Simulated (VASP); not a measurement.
# Mo (Im-3m) in VASP: a series of runs

Aim: see how the results for Mo move with the level of theory and the settings. Levels: PBE, revPBE. Tasks: single point.

Program: VASP 6.6.1. These are calculated values, not measurements. Logs are shortened: lines on timing, memory, paths and dates and some standing lists are left out, and cuts for length are marked.

**1. The cell of the first run**

It takes space group Im-3m (No. 229, cubic). The conventional cell has a = 3.168 Å, b = 3.168 Å, c = 3.168 Å, α = 90.00°, β = 90.00°, γ = 90.00°. Mo (site symmetry m-3m) has 14 Mo at 2.74 to 3.17 Å within 3.6 Å.

**2. Single point, PBE**

The input, INCAR:

```
SYSTEM = Mo
  PREC = Accurate
  ENCUT = 520
  EDIFF = 1E-6
  ISMEAR = 0
  SIGMA = 0.02
  LREAL = .False.
  LASPH = .True.
  NELM = 80
  ALGO = Fast
  ISIF = 2
  LWAVE = .False.
  LCHARG = .False.
  GGA = PE
  NBANDS = 13
```

The input, KPOINTS:

```
regular mesh
0
Gamma
  12 12 12
  0 0 0
```

The input, POSCAR:

```
Mo
1.0
   -1.5838089719      1.5838089719      1.5838089719
    1.5838089719     -1.5838089719      1.5838089719
    1.5838089719      1.5838089719     -1.5838089719
Mo
1
Direct
    0.0000000000      0.0000000000      0.0000000000
```

Potentials or basis: VASP PAW PBE potentials, release 64 (Mo_sv).

Run with:

```console
cat potpaw_PBE.64/Mo_sv/POTCAR > POTCAR
mpirun -np 1 vasp_std > vasp.out
```

OUTCAR:

```text
SYSTEM = Mo
   PREC = Accurate
   ENCUT = 520
   EDIFF = 1E-6
   ISMEAR = 0
   LREAL = .False.
   LASPH = .True.
   NELM = 80
   ISIF = 2
   GGA = PE

 ion  position               nearest neighbor table
   1  0.000  0.000  0.000-

  LATTYP: Found a body centered cubic cell.
 ALAT       =     3.1676179438

  Lattice vectors:

 A1 = (  -1.5838089719,   1.5838089719,   1.5838089719)
 A2 = (   1.5838089719,  -1.5838089719,   1.5838089719)
 A3 = (   1.5838089719,   1.5838089719,  -1.5838089719)

Analysis of symmetry for initial positions (statically):
=====================================================================
 Subroutine PRICEL returns:
 Original cell was already a primitive cell.

 Routine SETGRP: Setting up the symmetry group for a
 body centered cubic supercell.

 Subroutine GETGRP returns: Found 48 space group operations
 (whereof 48 operations were pure point group operations)
 out of a pool of 48 trial point group operations.

The static configuration has the point symmetry O_h .

Analysis of symmetry for dynamics (positions and initial velocities):
=====================================================================
 Subroutine PRICEL returns:
 Original cell was already a primitive cell.

 Routine SETGRP: Setting up the symmetry group for a
 body centered cubic supercell.

 Subroutine GETGRP returns: Found 48 space group operations
 (whereof 48 operations were pure point group operations)
 out of a pool of 48 trial point group operations.

The dynamic configuration has the point symmetry O_h .

 Subroutine INISYM returns: Found 48 space group operations
 (whereof 48 operations are pure point group operations),
 and found     1 'primitive' translations

----------------------------------------------------------------------------------------

                                     Primitive cell

  volume of cell :      15.8916

  direct lattice vectors                    reciprocal lattice vectors
    -1.583808972  1.583808972  1.583808972     0.000000000  0.315694638  0.315694638
     1.583808972 -1.583808972  1.583808972     0.315694638  0.000000000  0.315694638
     1.583808972  1.583808972 -1.583808972     0.315694638  0.315694638  0.000000000

  length of vectors
     2.743237609  2.743237609  2.743237609     0.446459639  0.446459639  0.446459639

  position of ions in fractional coordinates (direct lattice)
     0.000000000  0.000000000  0.000000000

  ion indices of the primitive-cell ions
   primitive index   ion index
                 1           1

----------------------------------------------------------------------------------------

 KPOINTS: regular mesh

Automatic generation of k-mesh.
 Grid dimensions read from file:
 generate k-points for:   12   12   12

 Generating k-lattice:

  Cartesian coordinates                     Fractional coordinates (reciprocal lattice)
     0.000000000  0.026307886  0.026307886     0.083333333  0.000000000  0.000000000
     0.026307886  0.000000000  0.026307886     0.000000000  0.083333333  0.000000000
     0.026307886  0.026307886  0.000000000     0.000000000  0.000000000  0.083333333

  Length of vectors
     0.037204970  0.037204970  0.037204970

  Shift w.r.t. Gamma in fractional coordinates (k-lattice)
     0.000000000  0.000000000  0.000000000

 Subroutine IBZKPT returns following result:
 ===========================================

 Found     72 irreducible k-points:

 Following reciprocal coordinates:
            Coordinates               Weight
  0.000000  0.000000  0.000000      1.000000
  0.083333  0.000000  0.000000     12.000000
  0.166667  0.000000  0.000000     12.000000
  0.250000  0.000000  0.000000     12.000000
  0.333333  0.000000  0.000000     12.000000
  0.416667  0.000000  0.000000     12.000000
[... 16 lines left out ...]
  0.333333  0.083333  0.083333     24.000000
  0.416667  0.083333  0.083333     12.000000
 [... further k-points ...]
   k-points           NKPTS =     72   k-points in BZ     NKDIM =     72   number of bands    NBANDS=     13
   number of dos      NEDOS =    301   number of ions     NIONS =      1
   total plane-waves  NPLWV =   8000
   dimension x,y,z NGX =    20 NGY =   20 NGZ =   20
   dimension x,y,z NGXF=    40 NGYF=   40 NGZF=   40
   ions per type =               1
   NGX,Y,Z   is equivalent  to a cutoff of  12.12, 12.12, 12.12 a.u.
   NGXF,Y,Z  is equivalent  to a cutoff of  24.24, 24.24, 24.24 a.u.
 SYSTEM =  Mo
   PREC   = accura    normal or accurate (medium, high low for compatibility)
   ISTART =      0    job   : 0-new  1-cont  2-samecut
   ICHARG =      2    charge: 1-file 2-atom 10-const
   ISPIN  =      1    spin polarized calculation?
   LNONCOLLINEAR =      F non collinear calculations
   LSORBIT =      F    spin-orbit coupling
   LASPH  =      T    aspherical Exc in radial PAW
   ENCUT  =  520.0 eV  38.22 Ry    6.18 a.u.   5.10  5.10  5.10*2*pi/ulx,y,z
   NELM   =     80;   NELMIN=  2; NELMDL= -5     # of ELM steps
   EDIFF  = 0.1E-05   stopping-criterion for ELM
   LREAL  =      F    real-space projection
   EDIFFG = 0.1E-04   stopping-criterion for IOM
   NSW    =      0    number of steps for IOM
   IBRION =     -1    ionic relax: 0-MD 1-quasi-New 2-CG
   NFREE  =      0    steps in history (QN), initial steepest desc. (CG)
   ISIF   =      2    stress and relaxation
   ISYM   =      2    0-nonsym 1-usesym 2-fastsym
   POTIM  = 0.5000    time-step for ionic-motion
   TEBEG  =    0.0;   TEEND  =   0.0 temperature during run
   PSTRESS=    0.0 pullay stress
   NELECT =      14.0000    total number of electrons
   NUPDOWN=      -1.0000    fix difference up-down
   EMIN   =  10.00;   EMAX   =-10.00  energy-range for DOS
   EFERMI =   0.00;   METHOD = LEGACY
   ISMEAR =     0;   SIGMA  =   0.02  broadening in eV -4-tet -1-fermi 0-gaus
   EFERMI_NEDOS =   21; number of points for ismear=-14 and -15
   IALGO  =     68    algorithm
   IMIX   =      4    mixing-type and parameters
     AMIX     =   0.40;   BMIX     =  1.00
     AMIX_MAG =   1.60;   BMIX_MAG =  1.00
  volume/ion in A,a.u.               =      15.89       107.24
  Fermi-wavevector in a.u.,A,eV,Ry     =   1.569380  2.965698 33.510508  2.462953
  Thomas-Fermi vector in A             =   2.671271
   LORBIT       =      0    0 simple, 1 ext, 2 COOP (PROOUT), +10 PAW based schemes
   GGA     = PE    functional components
   LHFCALC =     F    Hartree Fock is set to
   AEXX    =    0.0000 exact exchange contribution
   IVDW    =     0    specifies the selected vdW correction
   LEPSILON=     F    determine dielectric tensor
   LRPA    =     F    only Hartree local field effects (RPA)
 non-spin polarized calculation
 RMM-DIIS sequential band-by-band and
 Gauss-broadening in eV      SIGMA  =   0.02
  energy-cutoff  :      520.00
  volume of cell :       15.89
 maximum number of plane-waves:       442
   NGX = 11   NGY = 11   NGZ = 11

 number of electron      14.0000005 magnetization

 Free energy of the ion-electron system (eV)
  ---------------------------------------------------
  ext. energy  EPLUGINS =         0.00000000
  ---------------------------------------------------
  free energy    TOTEN  =       -10.94980956 eV

  energy without entropy =      -10.94972274  energy(sigma->0) =      -10.94976615

 E-fermi :  12.2761     XC(G=0): -13.2973

 val. band max:       12.2755021243   @ k =   0.5000   0.5000   0.0833
 cond. band min:      12.3343755171   @ k =  -0.3333   0.3333   0.2500
 fundamental gap:      0.0588733928
 Fermi energy:        12.2760594032

 k-point     1 :       0.0000    0.0000    0.0000
  band No.  band energies     occupation
      1     -48.9480      2.00000
      2     -22.2512      2.00000
      3     -22.2512      2.00000
      4     -22.2512      2.00000
      5       5.1490      2.00000
      6      10.9985      2.00000
      7      10.9985      2.00000
      8      10.9985      2.00000
      9      13.9629      0.00000
     10      13.9629      0.00000
     11      27.1363      0.00000
     12      27.1363      0.00000
     13      27.1363      0.00000

 k-point     2 :       0.0833    0.0000    0.0000
  band No.  band energies     occupation
      1     -48.9317      2.00000
      2     -22.3462      2.00000
      3     -22.2806      2.00000
      4     -22.2519      2.00000
      5       5.4477      2.00000
      6      10.8324      2.00000
      7      10.9673      2.00000
      8      11.2796      2.00000
      9      13.7323      0.00000
     10      13.9686      0.00000
     11      27.3483      0.00000
     12      27.6411      0.00000
     13      27.6924      0.00000

 k-point     3 :       0.1667    0.0000    0.0000
  band No.  band energies     occupation
      1     -48.8870      2.00000
      2     -22.6007      2.00000
      3     -22.3603      2.00000
      4     -22.2537      2.00000
      5       6.2390      2.00000
      6      10.4100      2.00000
      7      10.8211      2.00000
      8      12.0963      2.00000
      9      13.4067      0.00000
     10      14.0077      0.00000
     11      27.6346      0.00000
     12      28.6658      0.00000
     13      29.0662      0.00000

 k-point     4 :       0.2500    0.0000    0.0000
  band No.  band energies     occupation
      1     -48.8255      2.00000
      2     -22.9378      2.00000
      3     -22.4673      2.00000
      4     -22.2563      2.00000
      5       7.1066      2.00000
      6       9.8926      2.00000
      7      10.7913      2.00000
      8      13.3621      0.00000
      9      13.4443      0.00000
     10      14.1197      0.00000
     11      27.0711      0.00000
     12      28.3262      0.00000
     13      31.2016      0.00000

 k-point     5 :       0.3333    0.0000    0.0000
  band No.  band energies     occupation
      1     -48.7632      2.00000
      2     -23.2640      2.00000
      3     -22.5725      2.00000
      4     -22.2590      2.00000
      5       7.3782      2.00000
      6       9.4286      2.00000
      7      11.6122      2.00000
      8      13.7579      0.00000
      9      14.3092      0.00000
     10      14.8965      0.00000
     11      25.7754      0.00000
     12      26.5023      0.00000
     13      33.0165      0.00000

 k-point     6 :       0.4167    0.0000    0.0000
  band No.  band energies     occupation
      1     -48.7171      2.00000
      2     -23.4965      2.00000
      3     -22.6484      2.00000
      4     -22.2610      2.00000
      5       7.2096      2.00000
      6       9.1158      2.00000
      7      13.0010      0.00000
      8      14.0486      0.00000
      9      14.5088      0.00000
     10      16.3238      0.00000
     11      24.5836      0.00000
     12      24.6738      0.00000
     13      30.4904      0.00000

 k-point     7 :       0.5000    0.0000    0.0000
  band No.  band energies     occupation
      1     -48.7002      2.00000
      2     -23.5804      2.00000
      3     -22.6759      2.00000
      4     -22.2617      2.00000
      5       7.1052      2.00000
      6       9.0063      2.00000
      7      13.8950      0.00000
      8      13.9820      0.00000
      9      14.5979      0.00000
     10      16.9598      0.00000
     11      23.7242      0.00000
     12      24.2564      0.00000
     13      29.4810      0.00000
[... 193 lines left out ...]
 k-point    20 :       0.0833    0.0833    0.0833
  band No.  band energies     occupation
      1     -48.8614      2.00000
      2     -22.7649      2.00000
      3     -22.3203      2.00000
      4     -22.3203      2.00000
      5       6.7323      2.00000
      6      10.2416      2.00000
      7      10.2416      2.00000
      8      13.0235      0.00000
      9      13.7475      0.00000
     10      13.7475      0.00000
     11      28.3546      0.00000
     12      28.6695      0.00000
     13      28.6695      0.00000

 k-point    21 :       0.1667    0.0833    0.0833
  band No.  band energies     occupation
      1     -48.8066      2.00000
      2     -23.0336      2.00000
      3     -22.4404      2.00000
      4     -22.3302      2.00000
      5       7.6525      2.00000
      6       9.7376      2.00000
      7      10.0084      2.00000
      8      13.6777      0.00000
      9      14.0756      0.00000
     10      14.5499      0.00000
     11      27.6428      0.00000
     12      28.1261      0.00000
     13      29.8550      0.00000

 k-point    22 :       0.2500    0.0833    0.0833
  band No.  band energies     occupation
      1     -48.7513      2.00000
      2     -23.2722      2.00000
      3     -22.5839      2.00000
      4     -22.3403      2.00000
      5       7.9792      2.00000
      6       9.3367      2.00000
      7      10.6558      2.00000
      8      13.8580      0.00000
      9      14.3472      0.00000
     10      16.2886      0.00000
     11      26.2477      0.00000
     12      26.2866      0.00000
     13      29.9936      0.00000

 k-point    23 :       0.3333    0.0833    0.0833
  band No.  band energies     occupation
      1     -48.7105      2.00000
      2     -23.4352      2.00000
      3     -22.6965      2.00000
      4     -22.3477      2.00000
      5       7.7818      2.00000
      6       9.0839      2.00000
      7      11.9421      2.00000
      8      14.0738      0.00000
      9      14.5486      0.00000
     10      17.8591      0.00000
     11      24.1469      0.00000
     12      25.1731      0.00000
     13      28.6684      0.00000

 k-point    24 :       0.4167    0.0833    0.0833
  band No.  band energies     occupation
      1     -48.6955      2.00000
      2     -23.4929      2.00000
      3     -22.7387      2.00000
      4     -22.3505      2.00000
      5       7.6695      2.00000
      6       8.9979      2.00000
      7      12.6196      0.00000
      8      14.1427      0.00000
      9      14.6275      0.00000
     10      18.5627      0.00000
     11      23.1690      0.00000
     12      24.7769      0.00000
     13      28.1435      0.00000

 [... further k-points ...]
[... 5 lines left out ...]
  --------------------------------------------------------------------------------------
  -------------------------------------------------------------------------------------
  Total       -0.1401916     -0.1401916     -0.1401916      0.0000000      0.0000000      0.0000000
  in kB      -14.1339691    -14.1339691    -14.1339691      0.0000000      0.0000000      0.0000000
  external PRESSURE =     -14.1339691 kB  Pullay stress =       0.0000000 kB

 VOLUME and BASIS-vectors are now :
 -----------------------------------------------------------------------------
  energy-cutoff  :      520.00
  volume of cell :       15.89
      direct lattice vectors                 reciprocal lattice vectors
    -1.583808972  1.583808972  1.583808972     0.000000000  0.315694638  0.315694638
     1.583808972 -1.583808972  1.583808972     0.315694638  0.000000000  0.315694638
     1.583808972  1.583808972 -1.583808972     0.315694638  0.315694638  0.000000000

 POSITION                                       TOTAL-FORCE (eV/Angst)
 -----------------------------------------------------------------------------------
      0.00000      0.00000      0.00000        -0.000000      0.000000      0.000000
 -----------------------------------------------------------------------------------
    total drift:                                0.000000     -0.000000      0.000000

  FREE ENERGIE OF THE ION-ELECTRON SYSTEM (eV)
  ---------------------------------------------------
  free  energy   TOTEN  =       -10.9498095601 eV

  energy  without entropy=      -10.9497227352  energy(sigma->0) =      -10.94976615
```

Run time: 7 s. Hardware: 1 thread of Intel Xeon Platinum 8488C (Sapphire Rapids), shared host; peak memory 0.13 GiB.

Results:

* Free energy: -10.9498 eV
* Pressure: -1.4 GPa
* Band gap on the k mesh: zero (band 7 reaches 16.22 eV, above the bottom of band 8 at 11.00 eV)

**3. Single point, PBE**

The input, INCAR:

```
ALGO = Normal
EDIFF = 1E-6
ENCUT = 520
GGA = PE
ISIF = 2
ISMEAR = 0
LASPH = T
LCHARG = F
LREAL = F
LWAVE = F
NBANDS = 13
NELM = 80
PREC = Accurate
SIGMA = 0.014
```

The input, KPOINTS:

```
k-points
0
Gamma
  12 12 12
```

POSCAR is that of step 2.

Potentials or basis: VASP PAW PBE potentials, release 64 (Mo_sv).

Run with:

```console
cat potpaw_PBE.64/Mo_sv/POTCAR > POTCAR
mpirun -np 1 vasp_std > vasp.out
```

Wall time 7.4 s (1 thread of Intel Xeon Platinum 8488C (Sapphire Rapids), shared host); peak memory 0.13 GiB.

The run converged. Its results:

- Free energy: -10.9498 eV
- Pressure: -1.4 GPa
- Band gap on the k mesh: zero (band 7 reaches 16.22 eV, above the bottom of band 8 at 11.00 eV)

Levels at points of the mesh, in eV from the Fermi level:
```csv
k point,band 4,band 5,band 6,band 7,band 8,band 9,band 10,band 11
"(0.00, 0.00, 0.00)",-34.53,-7.13,-1.28,-1.28,-1.28,1.69,1.69,14.86
"(0.50, 0.00, 0.00)",-34.54,-5.17,-3.27,1.62,1.71,2.32,4.68,11.45
"(0.50, 0.50, 0.50)",-35.44,-5.26,-5.26,3.94,3.94,3.94,8.99,8.99
```

(Part 1 of 2 ends here.)
